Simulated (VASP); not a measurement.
# ZnS (F-43m) in VASP: vibrations by perturbation theory with LDA

Aim: the vibrations by perturbation theory of ZnS with LDA.

Everything below comes from runs of VASP 6.6.1. Logs are shortened: lines on timing, memory, paths and dates and some standing lists are left out, and cuts for length are marked.

### Step 1. The cell of the first run

It takes space group F-43m (No. 216, cubic). The conventional cell has a = 5.297 Å, b = 5.297 Å, c = 5.297 Å, α = 90.00°, β = 90.00°, γ = 90.00°. Zn (site symmetry -43m) has 4 S at 2.29 Å within 3.0 Å. Within 3.0 Å of S (site symmetry -43m) lie 4 Zn at 2.29 Å.

### Step 2. Vibrations by perturbation theory, LDA

The input, INCAR:

```
  PREC = Accurate
  ENCUT = 520
  EDIFF = 1E-8
  ISMEAR = 0
  SIGMA = 0.01
  LREAL = F
  LASPH = T
  NELM = 80
  ALGO = Normal
  ISIF = 2
  LWAVE = F
  LCHARG = F
  GGA = CA
  NBANDS = 16
  IBRION = 8
  NSW = 1
  LEPSILON = T
```

The input, KPOINTS:

```
Automatic mesh
0
Gamma
  8 8 8
```

The input, POSCAR:

```
ZnS
1.0
    0.0000000000      2.6484239310      2.6484239310
    2.6484239310      0.0000000000      2.6484239310
    2.6484239310      2.6484239310      0.0000000000
Zn S
1 1
Direct
    0.0000000000      0.0000000000      0.0000000000
    0.7500000000      0.7500000000      0.7500000000
```

Potentials or basis: VASP PAW LDA potentials, release 64 (Zn, S).

Command:

```sh
$ cat potpaw_LDA.64/Zn/POTCAR potpaw_LDA.64/S/POTCAR > POTCAR
$ mpirun -np 1 vasp_std > vasp.out
```

OUTCAR:

```text
PREC = Accurate
   ENCUT = 520
   EDIFF = 1E-8
   ISMEAR = 0
   LREAL = F
   LASPH = T
   NELM = 80
   ISIF = 2
   GGA = CA
   IBRION = 8
   NSW = 1
   LEPSILON = T

 ion  position               nearest neighbor table
   1  0.000  0.000  0.000-   2 2.29   2 2.29   2 2.29   2 2.29
   2  0.750  0.750  0.750-   1 2.29   1 2.29   1 2.29   1 2.29

  LATTYP: Found a face centered cubic cell.
 ALAT       =     5.2968478620

  Lattice vectors:

 A1 = (   0.0000000000,   2.6484239310,   2.6484239310)
 A2 = (   2.6484239310,   0.0000000000,   2.6484239310)
 A3 = (   2.6484239310,   2.6484239310,   0.0000000000)

Analysis of symmetry for initial positions (statically):
=====================================================================
 Subroutine PRICEL returns:
 Original cell was already a primitive cell.

 Routine SETGRP: Setting up the symmetry group for a
 face centered cubic supercell.

 Subroutine GETGRP returns: Found 24 space group operations
 (whereof 24 operations were pure point group operations)
 out of a pool of 48 trial point group operations.

The static configuration has the point symmetry T_d .

Analysis of symmetry for dynamics (positions and initial velocities):
=====================================================================
 Subroutine PRICEL returns:
 Original cell was already a primitive cell.

 Routine SETGRP: Setting up the symmetry group for a
 face centered cubic supercell.

 Subroutine GETGRP returns: Found 24 space group operations
 (whereof 24 operations were pure point group operations)
 out of a pool of 48 trial point group operations.

The dynamic configuration has the point symmetry T_d .

 Subroutine INISYM returns: Found 24 space group operations
 (whereof 24 operations are pure point group operations),
 and found     1 'primitive' translations

----------------------------------------------------------------------------------------
[... 686 lines left out ...]
     0.00000  0.01659  6.63178
     0.00000  6.63178  0.01659

 MACROSCOPIC STATIC DIELECTRIC TENSOR (including local field effects in DFT)
 ------------------------------------------------------
           6.233816    -0.000000    -0.000000
           0.000000     6.233816    -0.000000
          -0.000000     0.000000     6.233816
 ------------------------------------------------------

 PIEZOELECTRIC TENSOR (including local field effects)  for field in x, y, z        (e  Angst)
          XX          YY          ZZ          XY          YZ          ZX
  --------------------------------------------------------------------------------
  x     0.00000     0.00000     0.00000     0.00000     1.54261     0.00000
  y     0.00000     0.00000     0.00000     0.00000     0.00000     1.54261
  z     0.00000     0.00000     0.00000     1.54261     0.00000     0.00000

 PIEZOELECTRIC TENSOR (including local field effects)  for field in x, y, z        (C/m^2)
          XX          YY          ZZ          XY          YZ          ZX
  --------------------------------------------------------------------------------
  x     0.00000     0.00000     0.00000     0.00000     0.66523     0.00000
  y     0.00000     0.00000     0.00000     0.00000     0.00000     0.66523
  z     0.00000     0.00000     0.00000     0.66523     0.00000     0.00000

 BORN EFFECTIVE CHARGES (including local field effects) (in |e|, cummulative output)
 ---------------------------------------------------------------------------------
 ion    1
    1     1.92262    -0.00000     0.00000
    2     0.00000     1.92262     0.00000
    3    -0.00000     0.00000     1.92262
 ion    2
    1    -1.92262     0.00000     0.00000
    2     0.00000    -1.92262     0.00000
    3     0.00000     0.00000    -1.92262

 INTERNAL STRAIN TENSOR FOR ION    2 for displacements in x,y,z  (eV/Angst):
          X           Y           Z          XY          YZ          ZX
  --------------------------------------------------------------------------------
  x     0.00000     0.00000     0.00000     0.00000     6.63178     0.00000
  y     0.00000     0.00000     0.00000     0.00000     0.00000     6.63178
  z     0.00000     0.00000     0.00000     6.63178     0.00000     0.00000

 SECOND DERIVATIVES (NOT SYMMETRIZED)
 ------------------------------------
               1X          1Y          1Z          2X          2Y          2Z
  1X    -6.842950    0.000000    0.000000    6.842950    0.000000    0.000000
  1Y     0.000000   -6.842950    0.000000    0.000000    6.842950    0.000000
  1Z     0.000000    0.000000   -6.842950    0.000000    0.000000    6.842950
  2X     6.761700    0.000000    0.000000   -6.761700    0.000000    0.000000
  2Y     0.000000    6.761700    0.000000    0.000000   -6.761700    0.000000
  2Z     0.000000    0.000000    6.761700    0.000000    0.000000   -6.761700

 Eigenvectors and eigenvalues of the dynamical matrix
 ----------------------------------------------------

   1 f  =    8.781394 THz    55.175124 2PiTHz  292.915765 cm-1    36.316910 meV
             X         Y         Z           dx          dy          dz
      0.000000  0.000000  0.000000    -0.575913    0.000000    0.000000
      3.972636  3.972636  3.972636     0.817511    0.000000    0.000000
[... 21 lines left out ...]
   6 f/i=    0.024692 THz     0.155144 2PiTHz    0.823632 cm-1     0.102117 meV
             X         Y         Z           dx          dy          dz
      0.000000  0.000000  0.000000     0.000000    0.000000    0.817511
      3.972636  3.972636  3.972636     0.000000    0.000000    0.575913

--------------------------------------------------------------------------------------------------------

 MACROSCOPIC STATIC DIELECTRIC TENSOR IONIC CONTRIBUTION
 ------------------------------------------------------
           2.646633     0.000000     0.000000
           0.000000     2.646633    -0.000000
           0.000000    -0.000000     2.646633
 ------------------------------------------------------

 ELASTIC MODULI CONTR FROM IONIC RELAXATION (kBar)
 Direction    XX          YY          ZZ          XY          YZ          ZX
 --------------------------------------------------------------------------------
 XX          -0.0000      0.0000      0.0000     -0.0000      0.0000     -0.0000
 YY           0.0000     -0.0000     -0.0000     -0.0000     -0.0000      0.0000
 ZZ           0.0000     -0.0000     -0.0000      0.0000     -0.0000     -0.0000
 XY          -0.0000     -0.0000      0.0000   -278.3513     -0.0000      0.0000
 YZ           0.0000     -0.0000     -0.0000     -0.0000   -278.3513     -0.0000
 ZX          -0.0000      0.0000     -0.0000      0.0000     -0.0000   -278.3513
 --------------------------------------------------------------------------------

 PIEZOELECTRIC TENSOR IONIC CONTR  for field in x, y, z        (C/m^2)
          XX          YY          ZZ          XY          YZ          ZX
  --------------------------------------------------------------------------------
  x     0.00000    -0.00000    -0.00000    -0.00000    -0.80764    -0.00000
  y    -0.00000     0.00000    -0.00000     0.00000    -0.00000    -0.80764
  z    -0.00000    -0.00000     0.00000    -0.80764    -0.00000     0.00000
```

It took 2.8 min on 1 thread of Intel Xeon 6975P-C (Granite Rapids), shared host; peak memory 0.25 GiB.

Results:

```yaml
Electronic_dielectric_tensor_diagonal: 6.23
Born_charges_mean_of_the_diagonal: Zn +1.92; S -1.92 e
Highest_phonon_frequency_at_Γ_LO-TO_splitting_left_out: 293 cm⁻¹
```

Phonon frequencies in cm⁻¹ (negative: imaginary):
```csv
q point,frequencies
"(0.000, 0.000, 0.000)",-1 -1 -1 293 293 293
```

Electronic dielectric tensor:
```
6.23 0.00 0.00
0.00 6.23 0.00
0.00 0.00 6.23
```

Born effective charge tensors (e):
atom 1, Zn
```
1.92 0.00 0.00
0.00 1.92 0.00
0.00 0.00 1.92
```
atom 2, S
```
-1.92  0.00  0.00
 0.00 -1.92  0.00
 0.00  0.00 -1.92
```
